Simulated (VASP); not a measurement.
# BP (F-43m) in VASP: a series of runs

BP is run at these levels: HSE06, PBE0; tasks: single point.

Program: VASP 6.6.1. These are calculated values, not measurements. Logs are shortened: lines on timing, memory, paths and dates and some standing lists are left out, and cuts for length are marked.

## 1. The cell of the first run

It takes space group F-43m (No. 216, cubic). The conventional cell has a = 4.525 Å, b = 4.525 Å, c = 4.525 Å, α = 90.00°, β = 90.00°, γ = 90.00°. B (site symmetry -43m) has 4 P at 1.96 Å within 2.6 Å. Within 2.6 Å of P (site symmetry -43m) lie 4 B at 1.96 Å.

## 2. Single point, HSE06

File POSCAR:

```
BP
1.0
    0.0000000000      2.2624671625      2.2624671625
    2.2624671625      0.0000000000      2.2624671625
    2.2624671625      2.2624671625      0.0000000000
B P
1 1
Direct
    0.0000000000      0.0000000000      0.0000000000
    0.2500000000      0.2500000000      0.2500000000
```

File INCAR.step1:

```
SYSTEM = BP
PREC = Accurate ; ENCUT = 520
EDIFF = 1E-5 ; ISMEAR = -1
SIGMA = 0.02 ; LREAL = .False.
LASPH = .True. ; NELM = 80
ALGO = Normal ; ISIF = 2
LWAVE = .True. ; LCHARG = .False.
NBANDS = 11 ; GGA = PE
```

File INCAR.step2:

```
SYSTEM = BP
PREC = Accurate ; ENCUT = 520
EDIFF = 1E-6 ; ISMEAR = -1
SIGMA = 0.02 ; LREAL = .False.
LASPH = .True. ; NELM = 80
ALGO = Normal ; ISIF = 2
LWAVE = .False. ; LCHARG = .False.
GGA = PE ; LHFCALC = .True.
HFSCREEN = 0.2079 ; PRECFOCK = Normal
NBANDS = 11 ; ISTART = 1
```

File KPOINTS:

```
Automatic mesh
0
Gamma
  6 6 6
  0 0 0
```

Potentials or basis: VASP PAW PBE potentials, release 64 (B, P).

The run is started by

```sh
$ cat potpaw_PBE.64/B/POTCAR potpaw_PBE.64/P/POTCAR > POTCAR
$ cp INCAR.step1 INCAR
$ mpirun -np 1 vasp_std > vasp.out
$ cp INCAR.step2 INCAR
$ mpirun -np 1 vasp_std > vasp.out
```

OUTCAR:

```text
SYSTEM = BP
   PREC = Accurate
   ENCUT = 520
   EDIFF = 1E-6
   ISMEAR = -1
   LREAL = .False.
   LASPH = .True.
   NELM = 80
   ISIF = 2
   GGA = PE
   LHFCALC = .True.
   HFSCREEN = 0.2079
   PRECFOCK = Normal
   ISTART = 1

 ion  position               nearest neighbor table
   1  0.000  0.000  0.000-   2 1.96   2 1.96   2 1.96   2 1.96
   2  0.250  0.250  0.250-   1 1.96   1 1.96   1 1.96   1 1.96

  LATTYP: Found a face centered cubic cell.
 ALAT       =     4.5249343250

  Lattice vectors:

 A1 = (   0.0000000000,   2.2624671625,   2.2624671625)
 A2 = (   2.2624671625,   0.0000000000,   2.2624671625)
 A3 = (   2.2624671625,   2.2624671625,   0.0000000000)

Analysis of symmetry for initial positions (statically):
=====================================================================
 Subroutine PRICEL returns:
 Original cell was already a primitive cell.

 Routine SETGRP: Setting up the symmetry group for a
 face centered cubic supercell.

 Subroutine GETGRP returns: Found 24 space group operations
 (whereof 24 operations were pure point group operations)
 out of a pool of 48 trial point group operations.

The static configuration has the point symmetry T_d .

Analysis of symmetry for dynamics (positions and initial velocities):
=====================================================================
 Subroutine PRICEL returns:
 Original cell was already a primitive cell.

 Routine SETGRP: Setting up the symmetry group for a
 face centered cubic supercell.

 Subroutine GETGRP returns: Found 24 space group operations
 (whereof 24 operations were pure point group operations)
 out of a pool of 48 trial point group operations.

The dynamic configuration has the point symmetry T_d .

 Subroutine INISYM returns: Found 24 space group operations
 (whereof 24 operations are pure point group operations),
 and found     1 'primitive' translations

----------------------------------------------------------------------------------------

                                     Primitive cell

  volume of cell :      23.1620

  direct lattice vectors                    reciprocal lattice vectors
     0.000000000  2.262467163  2.262467163    -0.220997683  0.220997683  0.220997683
     2.262467163  0.000000000  2.262467163     0.220997683 -0.220997683  0.220997683
     2.262467163  2.262467163  0.000000000     0.220997683  0.220997683 -0.220997683

  length of vectors
     3.199611746  3.199611746  3.199611746     0.382779215  0.382779215  0.382779215

  position of ions in fractional coordinates (direct lattice)
     0.000000000  0.000000000  0.000000000
     0.250000000  0.250000000  0.250000000

  ion indices of the primitive-cell ions
   primitive index   ion index
                 1           1
                 2           2

----------------------------------------------------------------------------------------

 KPOINTS: Automatic mesh

Automatic generation of k-mesh.
 Grid dimensions read from file:
 generate k-points for:    6    6    6

 Generating k-lattice:

  Cartesian coordinates                     Fractional coordinates (reciprocal lattice)
    -0.036832947  0.036832947  0.036832947     0.166666667  0.000000000  0.000000000
     0.036832947 -0.036832947  0.036832947     0.000000000  0.166666667  0.000000000
     0.036832947  0.036832947 -0.036832947     0.000000000  0.000000000  0.166666667

  Length of vectors
     0.063796536  0.063796536  0.063796536

  Shift w.r.t. Gamma in fractional coordinates (k-lattice)
     0.000000000  0.000000000  0.000000000

 Subroutine IBZKPT returns following result:
 ===========================================

 Found     16 irreducible k-points:

 Following reciprocal coordinates:
            Coordinates               Weight
  0.000000  0.000000  0.000000      1.000000
  0.166667  0.000000  0.000000      8.000000
  0.333333  0.000000  0.000000      8.000000
  0.500000  0.000000  0.000000      4.000000
  0.166667  0.166667  0.000000      6.000000
  0.333333  0.166667  0.000000     24.000000
[... 8 lines left out ...]
 -0.333333  0.333333  0.166667     24.000000
 -0.333333  0.500000  0.166667     12.000000
   k-points           NKPTS =     16   k-points in BZ     NKDIM =    216   number of bands    NBANDS=     11
   number of dos      NEDOS =    301   number of ions     NIONS =      2
   total plane-waves  NPLWV =  13824
   dimension x,y,z NGX =    24 NGY =   24 NGZ =   24
   dimension x,y,z NGXF=    48 NGYF=   48 NGZF=   48
   ions per type =               1   1
   NGX,Y,Z   is equivalent  to a cutoff of  12.47, 12.47, 12.47 a.u.
   NGXF,Y,Z  is equivalent  to a cutoff of  24.94, 24.94, 24.94 a.u.
 SYSTEM =  BP
   PREC   = accura    normal or accurate (medium, high low for compatibility)
   ISTART =      1    job   : 0-new  1-cont  2-samecut
   ICHARG =      0    charge: 1-file 2-atom 10-const
   ISPIN  =      1    spin polarized calculation?
   LNONCOLLINEAR =      F non collinear calculations
   LSORBIT =      F    spin-orbit coupling
   LASPH  =      T    aspherical Exc in radial PAW
   ENCUT  =  520.0 eV  38.22 Ry    6.18 a.u.   5.95  5.95  5.95*2*pi/ulx,y,z
   NELM   =     80;   NELMIN=  2; NELMDL=  0     # of ELM steps
   EDIFF  = 0.1E-05   stopping-criterion for ELM
   LREAL  =      F    real-space projection
   EDIFFG = 0.1E-04   stopping-criterion for IOM
   NSW    =      0    number of steps for IOM
   IBRION =     -1    ionic relax: 0-MD 1-quasi-New 2-CG
   NFREE  =      0    steps in history (QN), initial steepest desc. (CG)
   ISIF   =      2    stress and relaxation
   ISYM   =      3    0-nonsym 1-usesym 2-fastsym
   POTIM  = 0.5000    time-step for ionic-motion
   TEBEG  =    0.0;   TEEND  =   0.0 temperature during run
   PSTRESS=    0.0 pullay stress
   NELECT =       8.0000    total number of electrons
   NUPDOWN=      -1.0000    fix difference up-down
   EMIN   =  10.00;   EMAX   =-10.00  energy-range for DOS
   EFERMI =   0.00;   METHOD = LEGACY
   ISMEAR =    -1;   SIGMA  =   0.02  broadening in eV -4-tet -1-fermi 0-gaus
   EFERMI_NEDOS =   21; number of points for ismear=-14 and -15
   IALGO  =     38    algorithm
   IMIX   =      1    mixing-type and parameters
     AMIX     =   0.40;   BMIX     =  1.00
     AMIX_MAG =   1.60;   BMIX_MAG =  1.00
  volume/ion in A,a.u.               =      11.58        78.15
  Fermi-wavevector in a.u.,A,eV,Ry     =   1.148628  2.170591 17.950780  1.319345
  Thomas-Fermi vector in A             =   2.285301
   LORBIT       =      0    0 simple, 1 ext, 2 COOP (PROOUT), +10 PAW based schemes
   GGA     = PE    functional components
   LHFCALC =     T    Hartree Fock is set to
   PRECFOCK=normal    Normal, Fast or Accurate (Low or Medium for compatibility)
   ENCUT4O =  -1.0   cutoff for four orbital integrals eV
   NKREDX  =     1    reduce k-point grid by
   NKREDY  =     1    reduce k-point grid by
   NKREDZ  =     1    reduce k-point grid by
   AEXX    =    0.2500 exact exchange contribution
   HFSCREEN=    0.2079 screening length (either q_TF or 0.3 A-1)
   HFSCREENC=   0.2079 screening length for correlation (either q_TF or 0.3 A-1)
   ENCUTFOCK=  -1.0 apply spherical cutoff to Coloumb kernel
   IVDW    =     0    specifies the selected vdW correction
   LEPSILON=     F    determine dielectric tensor
   LRPA    =     F    only Hartree local field effects (RPA)
 non-spin polarized calculation
  energy-cutoff  :      520.00
  volume of cell :       23.16
 maximum number of plane-waves:       636
  NGX = 18; NGY = 18; NGZ = 18

 number of electron       8.0000000 magnetization

 Free energy of the ion-electron system (eV)
  ---------------------------------------------------
  ext. energy  EPLUGINS =         0.00000000
  ---------------------------------------------------
  free energy    TOTEN  =       -14.82554615 eV

  energy without entropy =      -14.82554615  energy(sigma->0) =      -14.82554615

 E-fermi :   7.5578     XC(G=0):  -9.0357

 val. band max:        7.1099009208   @ k =   0.0000   0.0000   0.0000
 cond. band min:       9.1535487758   @ k =   0.5000   0.5000   0.0000
 fundamental gap:      2.0436478550
 Fermi energy:         7.5577557234

 k-point     1 :       0.0000    0.0000    0.0000
  band No.  band energies     occupation
      1     -10.0657      2.00000
      2       7.1099      2.00000
      3       7.1099      2.00000
      4       7.1099      2.00000
      5      11.4594      0.00000
      6      11.4594      0.00000
      7      11.4594      0.00000
      8      15.9371      0.00000
      9      19.7710      0.00000
     10      20.5869      0.00000
     11      20.5869      0.00000

 k-point     2 :       0.1667    0.0000    0.0000
  band No.  band energies     occupation
      1      -9.5152      2.00000
      2       4.0110      2.00000
      3       6.3959      2.00000
      4       6.3959      2.00000
      5      12.1192      0.00000
      6      12.4370      0.00000
      7      12.4370      0.00000
      8      17.2555      0.00000
      9      19.2919      0.00000
     10      19.2919      0.00000
     11      21.1243      0.00000

 k-point     3 :       0.3333    0.0000    0.0000
  band No.  band energies     occupation
      1      -7.9433      2.00000
      2      -0.3600      2.00000
      3       5.4955      2.00000
      4       5.4955      2.00000
      5      12.0193      0.00000
      6      13.0138      0.00000
      7      13.0138      0.00000
      8      18.5992      0.00000
      9      20.3661      0.00000
     10      20.3661      0.00000
     11      21.9393      0.00000
[... 155 lines left out ...]
 k-point    15 :      -0.3333    0.3333    0.1667
  band No.  band energies     occupation
      1      -5.1093      2.00000
      2      -1.9529      2.00000
      3       1.0373      2.00000
      4       2.7442      2.00000
      5      12.5675      0.00000
      6      13.9104      0.00000
      7      17.0986      0.00000
      8      17.6740      0.00000
      9      19.0431      0.00000
     10      23.6411      0.00000
     11      26.4893      0.00000

 k-point    16 :      -0.3333    0.5000    0.1667
  band No.  band energies     occupation
      1      -4.3998      2.00000
      2      -2.1184      2.00000
      3       1.2750      2.00000
      4       1.4089      2.00000
      5      11.8451      0.00000
      6      12.5076      0.00000
      7      17.6832      0.00000
      8      18.3510      0.00000
      9      21.7385      0.00000
     10      25.0742      0.00000
     11      25.3982      0.00000

------------------------ aborting loop because EDIFF is reached ----------------------------------------

  FORCE on cell =-STRESS in cart. coord.  units (eV):
  Direction    XX          YY          ZZ          XY          YZ          ZX
  --------------------------------------------------------------------------------------
  -------------------------------------------------------------------------------------
  Total       -0.0825930     -0.0825930     -0.0825930      0.0000000     -0.0000000      0.0000000
  in kB       -5.7131701     -5.7131701     -5.7131701      0.0000000     -0.0000000      0.0000000
  external PRESSURE =      -5.7131701 kB  Pullay stress =       0.0000000 kB

 VOLUME and BASIS-vectors are now :
 -----------------------------------------------------------------------------
  energy-cutoff  :      520.00
  volume of cell :       23.16
      direct lattice vectors                 reciprocal lattice vectors
     0.000000000  2.262467163  2.262467163    -0.220997683  0.220997683  0.220997683
     2.262467163  0.000000000  2.262467163     0.220997683 -0.220997683  0.220997683
     2.262467163  2.262467163  0.000000000     0.220997683  0.220997683 -0.220997683

 POSITION                                       TOTAL-FORCE (eV/Angst)
 -----------------------------------------------------------------------------------
      0.00000      0.00000      0.00000        -0.000000     -0.000000     -0.000000
      1.13123      1.13123      1.13123         0.000000      0.000000      0.000000
 -----------------------------------------------------------------------------------
    total drift:                               -0.000000      0.000000      0.000000

  FREE ENERGIE OF THE ION-ELECTRON SYSTEM (eV)
  ---------------------------------------------------
  free  energy   TOTEN  =       -14.8255461537 eV

  energy  without entropy=      -14.8255461537  energy(sigma->0) =      -14.82554615
```

Run time: 7.3 min. Hardware: 1 thread of Intel Xeon Platinum 8259CL at 2.50GHz (Skylake/Cascade Lake), shared host; peak memory 0.23 GiB.

What came out:

```
Free energy            : -14.8255 eV
Pressure               : -0.6 GPa
Band gap on the k mesh : 2.04 eV (least direct gap 4.35 eV)
```

Caveat: the PAW data sets were made with another functional, which shifts forces and pressure a little. A k mesh can miss the band edges.

## 3. Single point, HSE06

This run uses another cell than the first one, of 11.67 Å³/atom.

File POSCAR:

```
BP
1.0
    0.0000000000      2.2683154741      2.2683154741
    2.2683154741      0.0000000000      2.2683154741
    2.2683154741      2.2683154741      0.0000000000
B P
1 1
Direct
    0.0000000000      0.0000000000      0.0000000000
    0.2500000000      0.2500000000      0.2500000000
```

File INCAR.step1:

```
PREC     = Accurate       # precision mode
ENCUT    = 520            # plane-wave cutoff, eV
EDIFF    = 1E-5           # SCF threshold, eV
ISMEAR   = 0              # smearing method
SIGMA    = 0.01           # smearing width, eV
LREAL    = F              # projectors in reciprocal space
LASPH    = T              # aspherical terms in the spheres
NELM     = 80             # most SCF steps
ALGO     = Normal         # electronic algorithm
ISIF     = 2              # what is computed and relaxed
LWAVE    = T              # write WAVECAR
LCHARG   = F              # write CHGCAR
NBANDS   = 11             # bands
GGA      = PE             # functional
```

File INCAR.step2:

```
PREC     = Accurate       # precision mode
ENCUT    = 520            # plane-wave cutoff, eV
EDIFF    = 1E-6           # SCF threshold, eV
ISMEAR   = 0              # smearing method
SIGMA    = 0.01           # smearing width, eV
LREAL    = F              # projectors in reciprocal space
LASPH    = T              # aspherical terms in the spheres
NELM     = 80             # most SCF steps
ALGO     = Normal         # electronic algorithm
ISIF     = 2              # what is computed and relaxed
LWAVE    = F              # write WAVECAR
LCHARG   = F              # write CHGCAR
GGA      = PE             # functional
LHFCALC  = T              # exact exchange
HFSCREEN = 0.2079         # screening, 1/A
PRECFOCK = Normal       
NBANDS   = 11             # bands
ISTART   = 1
```

File KPOINTS:

```
regular mesh
0
Gamma
  6 6 6
```

Potentials or basis: VASP PAW PBE potentials, release 64 (B, P).

The run is started by

```sh
$ cat potpaw_PBE.64/B/POTCAR potpaw_PBE.64/P/POTCAR > POTCAR
$ cp INCAR.step1 INCAR
$ mpirun -np 1 vasp_std > vasp.out
$ cp INCAR.step2 INCAR
$ mpirun -np 1 vasp_std > vasp.out
```

Run time: 7 min. Hardware: 1 thread of Intel Xeon Platinum 8259CL at 2.50GHz (Skylake/Cascade Lake), shared host; peak memory 0.24 GiB.

The run converged. Its results:

- Free energy: -14.8242 eV
- Pressure: -1.9 GPa
- Band gap on the k mesh: 2.06 eV (least direct gap 4.34 eV)

Levels at points of the mesh, in eV from the valence-band top:
```
           k point  band 2  band 3  band 4  band 5  band 6  band 7
(0.00, 0.00, 0.00)    0.00    0.00    0.00    4.34    4.34    4.34
(0.50, 0.00, 0.00)  -10.00   -1.93   -1.93    4.74    5.72    5.72
(0.50, 0.50, 0.00)   -9.58   -4.53   -4.53    2.06    2.41   13.84
```

Caveat: the PAW data sets were made with another functional, which shifts forces and pressure a little. A k mesh can miss the band edges.

(Continued in part 2 of 2.)
